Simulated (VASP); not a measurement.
Wanted: the native input for a VASP 6.6.1 run.

```
Task                               : single point
Functional                         : PBE0
Dispersion                         : D4
Potentials or basis                : VASP PAW PBE potentials, release 64 (Sr_sv, Ti_sv, O)
Cutoff                             : 520 eV
k mesh                             : 4 × 4 × 4
Occupations                        : gaussian, width 0.05 eV
Spin                               : no spin polarisation
Dipole correction                  : no
Grid for exact exchange (PRECFOCK) : Fast
Further INCAR settings             : ALGO = Normal; EDIFF = 1e-06; NBANDS = 28
```

Crystal: SrTiO3.

```xyz
5
Lattice="3.9050 0.0000 0.0000 0.0000 3.9050 0.0000 0.0000 0.0000 3.9050" Properties=species:S:1:pos:R:3 pbc="T T T"
Sr    0.0000    0.0000    0.0000
Ti    1.9525    1.9525    1.9525
O     0.0000    1.9525    1.9525
O     1.9525    1.9525    0.0000
O     1.9525    0.0000    1.9525
```

The input as run:

POSCAR

```
SrTiO3
1.0
    3.9050012542      0.0000000000      0.0000000000
    0.0000000000      3.9050012542      0.0000000000
    0.0000000000      0.0000000000      3.9050012542
Sr Ti O
1 1 3
Direct
    0.0000000000      0.0000000000      0.0000000000
    0.5000000000      0.5000000000      0.5000000000
    0.0000000000      0.5000000000      0.5000000000
    0.5000000000      0.5000000000      0.0000000000
    0.5000000000      0.0000000000      0.5000000000
```

INCAR.step1

```
PREC     = Accurate       # precision mode
ENCUT    = 520            # plane-wave cutoff, eV
EDIFF    = 1E-5           # SCF threshold, eV
ISMEAR   = 0              # smearing method
SIGMA    = 0.05           # smearing width, eV
LREAL    = F              # projectors in reciprocal space
LASPH    = T              # aspherical terms in the spheres
NELM     = 80             # most SCF steps
ALGO     = Normal         # electronic algorithm
ISIF     = 2              # what is computed and relaxed
LWAVE    = T              # write WAVECAR
NBANDS   = 28             # bands
GGA      = PE             # functional
```

INCAR.step2

```
PREC     = Accurate       # precision mode
ENCUT    = 520            # plane-wave cutoff, eV
EDIFF    = 1E-6           # SCF threshold, eV
ISMEAR   = 0              # smearing method
SIGMA    = 0.05           # smearing width, eV
LREAL    = F              # projectors in reciprocal space
LASPH    = T              # aspherical terms in the spheres
NELM     = 80             # most SCF steps
ALGO     = Normal         # electronic algorithm
ISIF     = 2              # what is computed and relaxed
LWAVE    = F              # write WAVECAR
LCHARG   = T              # write CHGCAR
GGA      = PE             # functional
LHFCALC  = T              # exact exchange
AEXX     = 0.25           # exact-exchange fraction
PRECFOCK = Fast         
IVDW     = 13             # dispersion correction
LELF     = T              # ELF
LVHAR    = T            
NBANDS   = 28             # bands
ISTART   = 1
```

KPOINTS

```
regular mesh
0
Gamma
  4 4 4
```

Potentials or basis: VASP PAW PBE potentials, release 64 (Sr_sv, Ti_sv, O).

Command:

```bash
$ cat potpaw_PBE.64/Sr_sv/POTCAR potpaw_PBE.64/Ti_sv/POTCAR potpaw_PBE.64/O/POTCAR > POTCAR
$ cp INCAR.step1 INCAR
$ mpirun -np 1 vasp_std > vasp.out
$ cp INCAR.step2 INCAR
$ mpirun -np 1 vasp_std > vasp.out
```

Results of the run:

The pressure is -3.8 GPa and the band gap on the k mesh is 4.05 eV, indirect (least direct gap 4.43 eV). The dispersion energy per atom is -0.184 eV.

Caveat: the PAW data sets were made with another functional, which shifts forces and pressure a little.

It took 10 min on 1 thread of Intel(R) Xeon(R) Platinum 8488C (Sapphire Rapids), on a shared host, peak memory 0.18 GiB.
